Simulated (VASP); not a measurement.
# Co (P6_3/mmc) in VASP: single point with r2SCAN

Aim: the single point of Co with r2SCAN.

All numbers are computed with VASP 6.6.1; they aren't measurements. Logs are shortened: lines on timing, memory, paths and dates and some standing lists are left out, and cuts for length are marked.

### 1 The cell of the first run

It takes space group P6_3/mmc (No. 194, hexagonal). Conventional cell: a = 2.536 Å, b = 2.536 Å, c = 4.136 Å, α = 90.00°, β = 90.00°, γ = 120.00°. Co (site symmetry -6m2) has 12 Co at 2.53 to 2.54 Å within 3.3 Å.

### 2 Single point, r2SCAN, collinear spin, antiferromagnetic start

POSCAR

```
Co
1.0
    2.5359998200      0.0000000000      0.0000000000
   -1.2679999100      2.1962402600      0.0000000000
    0.0000000000      0.0000000000      4.1360000000
Co
2
Direct
    0.3333333300      0.6666666700      0.2500000000
    0.6666666700      0.3333333300      0.7500000000
```

INCAR.step1

```
SYSTEM = Co
ALGO     = Normal         ! electronic algorithm
EDIFF    = 1E-4           ! SCF threshold, eV
ENCUT    = 520            ! plane-wave cutoff, eV
GGA      = PE             ! functional
ISMEAR   = -1             ! smearing method
ISPIN    = 2              ! spin polarisation
LASPH    = .True.         ! aspherical terms in the spheres
LCHARG   = .False.        ! write CHGCAR
LMAXMIX  = 4              ! l up to which the mixer works
LREAL    = .False.        ! projectors in reciprocal space
LWAVE    = .True.         ! write WAVECAR
MAGMOM   = 3 -3           ! initial moments
NBANDS   = 20             ! bands
NELM     = 150            ! most SCF steps
PREC     = Accurate       ! precision mode
SIGMA    = 0.1            ! smearing width, eV
```

INCAR.step2

```
SYSTEM = Co
ALGO     = Normal         ! electronic algorithm
EDIFF    = 1E-6           ! SCF threshold, eV
ENCUT    = 520            ! plane-wave cutoff, eV
ISIF     = 2              ! what is computed and relaxed
ISMEAR   = -1             ! smearing method
ISPIN    = 2              ! spin polarisation
ISTART   = 1            
LASPH    = .True.         ! aspherical terms in the spheres
LCHARG   = .False.        ! write CHGCAR
LMAXMIX  = 4              ! l up to which the mixer works
LMIXTAU  = .True.       
LORBIT   = 11             ! projections on sites
LREAL    = .False.        ! projectors in reciprocal space
LWAVE    = .False.        ! write WAVECAR
MAGMOM   = 3 -3           ! initial moments
METAGGA  = R2SCAN         ! meta-GGA
NBANDS   = 20             ! bands
NELM     = 150            ! most SCF steps
PREC     = Accurate       ! precision mode
SIGMA    = 0.1            ! smearing width, eV
```

KPOINTS

```
k-points
0
Gamma
  14 14 8
  0 0 0
```

Potentials or basis: VASP PAW PBE potentials, release 64 (Co).

The run is started by

```console
> cat potpaw_PBE.64/Co/POTCAR > POTCAR
> cp INCAR.step1 INCAR
> mpirun -np 1 vasp_std > vasp.out
> cp INCAR.step2 INCAR
> mpirun -np 1 vasp_std > vasp.out
```

OUTCAR:

```text
SYSTEM = Co
   EDIFF = 1E-6
   ENCUT = 520
   ISIF = 2
   ISMEAR = -1
   ISPIN = 2
   ISTART = 1
   LASPH = .True.
   LORBIT = 11
   LREAL = .False.
   METAGGA = R2SCAN
   NELM = 150
   PREC = Accurate

 ion  position               nearest neighbor table
   1  0.333  0.667  0.250-   2 2.53   2 2.53   2 2.53   2 2.53   2 2.53   2 2.53
   2  0.667  0.333  0.750-   1 2.53   1 2.53   1 2.53   1 2.53   1 2.53   1 2.53

  LATTYP: Found a hexagonal cell.
 ALAT       =     2.5359998200
 C/A-ratio  =     1.6309149423

  Lattice vectors:

 A1 = (   2.5359998200,   0.0000000000,   0.0000000000)
 A2 = (  -1.2679999100,   2.1962402600,   0.0000000000)
 A3 = (   0.0000000000,   0.0000000000,   4.1360000000)

Analysis of symmetry for initial positions (statically):
=====================================================================
 Subroutine PRICEL returns:
 Original cell was already a primitive cell.

 Routine SETGRP: Setting up the symmetry group for a
 hexagonal supercell.

 Subroutine GETGRP returns: Found 24 space group operations
 (whereof 12 operations were pure point group operations)
 out of a pool of 24 trial point group operations.

The static configuration has the point symmetry D_3d.
 The point group associated with its full space group is D_6h.

Analysis of symmetry for dynamics (positions and initial velocities):
=====================================================================
 Subroutine PRICEL returns:
 Original cell was already a primitive cell.

 Routine SETGRP: Setting up the symmetry group for a
 hexagonal supercell.

 Subroutine GETGRP returns: Found 24 space group operations
 (whereof 12 operations were pure point group operations)
 out of a pool of 24 trial point group operations.

The dynamic configuration has the point symmetry D_3d.
 The point group associated with its full space group is D_6h.

Analysis of structural, dynamic, and magnetic symmetry:
=====================================================================
 Subroutine PRICEL returns:
 Original cell was already a primitive cell.

 Routine SETGRP: Setting up the symmetry group for a
 hexagonal supercell.

 Subroutine GETGRP returns: Found 24 space group operations
 (whereof 12 operations were pure point group operations)
 out of a pool of 24 trial point group operations.

The overall configuration has the point symmetry D_3d.
 The point group associated with its full space group is D_6h.

 Subroutine INISYM returns: Found 24 space group operations
[... 118 lines left out ...]
  volume/ion in A,a.u.               =      11.52        77.73
  Fermi-wavevector in a.u.,A,eV,Ry     =   1.507865  2.849452 30.934980  2.273657
  Thomas-Fermi vector in A             =   2.618395
   LORBIT       =     11    0 simple, 1 ext, 2 COOP (PROOUT), +10 PAW based schemes
   METAGGA = R2SCAN    functional components
   LHFCALC =     F    Hartree Fock is set to
   AEXX    =    0.0000 exact exchange contribution
   IVDW    =     0    specifies the selected vdW correction
   LEPSILON=     F    determine dielectric tensor
   LRPA    =     F    only Hartree local field effects (RPA)
 spin polarized calculation
  energy-cutoff  :      520.00
  volume of cell :       23.04
 maximum number of plane-waves:       640
 NGX is ok and might be reduce to    20
   NGX =  9   NGY =  9   NGZ = 15

 number of electron      18.0000007 magnetization       0.0000000

 number of electron      18.0000007 magnetization      -0.0000000

 Free energy of the ion-electron system (eV)
  ---------------------------------------------------
  ext. energy  EPLUGINS =         0.00000000
  ---------------------------------------------------
  free energy    TOTEN  =       -25.81566230 eV

  energy without entropy =      -25.74868069  energy(sigma->0) =      -25.78217150

 E-fermi :   9.5475     XC(G=0): -14.2532

 val. band max:        9.5467021090   @ k =   0.2143   0.0000   0.3750
 cond. band min:       9.5498418857   @ k =   0.3571   0.1429   0.5000
 fundamental gap:      0.0031397767
 Fermi energy:         9.5475147922

 spin component 1

 k-point     1 :       0.0000    0.0000    0.0000
  band No.  band energies     occupation
      1       0.2373      1.00000
      2       4.4872      1.00000
      3       6.5023      1.00000
      4       6.5023      1.00000
      5       6.9742      1.00000
      6       6.9743      1.00000
[... 541 lines left out ...]
     19      26.2757      0.00000
     20      41.1377      0.00000

 [... further k-points ...]

 spin component 2

 k-point     1 :       0.0000    0.0000    0.0000
  band No.  band energies     occupation
      1       0.2373      1.00000
      2       4.4872      1.00000
      3       6.5023      1.00000
      4       6.5023      1.00000
      5       6.9742      1.00000
      6       6.9743      1.00000
[... 541 lines left out ...]
     19      26.2757      0.00000
     20      41.1377      0.00000

 [... further k-points ...]

------------------------ aborting loop because EDIFF is reached ----------------------------------------

  FORCE on cell =-STRESS in cart. coord.  units (eV):
  Direction    XX          YY          ZZ          XY          YZ          ZX
  --------------------------------------------------------------------------------------
  -------------------------------------------------------------------------------------
  Total       -2.4390672     -2.4390672      1.3271688      0.0000000     -0.0000000      0.0000000
  in kB     -169.6386302   -169.6386290     92.3054120      0.0000000     -0.0000000      0.0000000
  external PRESSURE =     -82.3239491 kB  Pullay stress =       0.0000000 kB

 VOLUME and BASIS-vectors are now :
 -----------------------------------------------------------------------------
  energy-cutoff  :      520.00
  volume of cell :       23.04
      direct lattice vectors                 reciprocal lattice vectors
     2.535999820  0.000000000  0.000000000     0.394321795  0.227661795  0.000000000
    -1.267999910  2.196240260  0.000000000     0.000000000  0.455323590  0.000000000
     0.000000000  0.000000000  4.136000000     0.000000000  0.000000000  0.241779497

 POSITION                                       TOTAL-FORCE (eV/Angst)
 -----------------------------------------------------------------------------------
     -0.00000      1.46416      1.03400        -0.000000      0.000000      0.000000
      1.26800      0.73208      3.10200         0.000000     -0.000000      0.000000
 -----------------------------------------------------------------------------------
    total drift:                               -0.000000      0.000000     -0.000000

  FREE ENERGIE OF THE ION-ELECTRON SYSTEM (eV)
  ---------------------------------------------------
  free  energy   TOTEN  =       -25.8156623005 eV

  energy  without entropy=      -25.7486806940  energy(sigma->0) =      -25.78217150

 total charge

# of ion       s       p       d       tot
------------------------------------------
    1        0.491   0.530   7.162   8.182
    2        0.491   0.530   7.162   8.182
--------------------------------------------------
tot          0.982   1.059  14.324  16.364

 magnetization (x)

# of ion       s       p       d       tot
------------------------------------------
    1        0.006   0.010   1.844   1.860
    2       -0.006  -0.010  -1.844  -1.860
--------------------------------------------------
tot          0.000   0.000   0.000   0.000
```

OSZICAR.step1:

```text
N       E                     dE             d eps       ncg     rms          rms(c)
DAV:   1     0.846924592809E+02    0.84692E+02   -0.80318E+03 10008   0.120E+03
DAV:   2    -0.112669630499E+02   -0.95959E+02   -0.86600E+02  9732   0.215E+02
DAV:   3    -0.156419291834E+02   -0.43750E+01   -0.41991E+01 10912   0.558E+01
DAV:   4    -0.157079299795E+02   -0.66001E-01   -0.65948E-01 11768   0.603E+00
DAV:   5    -0.157097812032E+02   -0.18512E-02   -0.18511E-02 11232   0.957E-01    0.155E+01
DAV:   6    -0.140899588031E+02    0.16198E+01   -0.85522E+00 10796   0.592E+01    0.758E+00
DAV:   7    -0.136223909072E+02    0.46757E+00   -0.15937E+00 10892   0.234E+01    0.333E+00
DAV:   8    -0.136113087663E+02    0.11082E-01   -0.31424E-02 12080   0.228E+00    0.111E+00
DAV:   9    -0.136057444916E+02    0.55643E-02   -0.87463E-03 16596   0.148E+00    0.416E-01
DAV:  10    -0.136050249941E+02    0.71950E-03   -0.39143E-03 14648   0.108E+00    0.204E-01
DAV:  11    -0.136051205644E+02   -0.95570E-04   -0.43670E-04 10012   0.346E-01
   1 F= -.13605121E+02 E0= -.13520681E+02  d E =-.168880E+00  mag=     0.0000
```

It took 11 min on 1 thread of Intel Xeon 8259CL, shared host; peak memory 0.21 GiB.

What came out:

```
Free energy                                           : -25.8157 eV
Pressure                                              : -8.2 GPa
Band gap on the k mesh                                : zero (filled and empty bands overlap)
Net moment                                            : 0.00 μB per cell
Site moments                                          : Co +1.86, -1.86 μB
Valence electrons inside the program's atomic spheres : Co 8.18
```

Stress tensor (GPa, compression positive):
```
-16.96   0.00   0.00
  0.00 -16.96   0.00
  0.00   0.00   9.23
```

Levels at points of the mesh, in eV from the Fermi level:
Spin up:
| k point | band 6 | band 7 | band 8 | band 9 | band 10 | band 11 | band 12 | band 13 |
| --- | --- | --- | --- | --- | --- | --- | --- | --- |
| (0.00, 0.00, 0.00) | -2.57 | -2.30 | -0.76 | -0.76 | -0.60 | 1.13 | 1.13 | 6.11 |
| (0.50, 0.00, 0.00) | -1.70 | -1.38 | -1.37 | 0.98 | 1.19 | 1.19 | 3.44 | 9.41 |
| (0.00, 0.00, 0.50) | -2.65 | -2.65 | -2.22 | -0.60 | -0.60 | 1.12 | 1.12 | 14.54 |
| (0.50, 0.00, 0.50) | -1.39 | -0.84 | -0.60 | 0.58 | 1.19 | 1.21 | 1.62 | 7.19 |
Spin down:
```tsv
k point	band 6	band 7	band 8	band 9	band 10	band 11	band 12	band 13
(0.00, 0.00, 0.00)	-2.57	-2.30	-0.76	-0.76	-0.60	1.13	1.13	6.11
(0.50, 0.00, 0.00)	-1.70	-1.38	-1.37	0.98	1.19	1.19	3.44	9.41
(0.00, 0.00, 0.50)	-2.65	-2.65	-2.22	-0.60	-0.60	1.12	1.12	14.54
(0.50, 0.00, 0.50)	-1.39	-0.84	-0.60	0.58	1.19	1.21	1.62	7.19
```

Caveat: the cell stands under tension; the PAW data sets were made with another functional, which shifts forces and pressure a little.
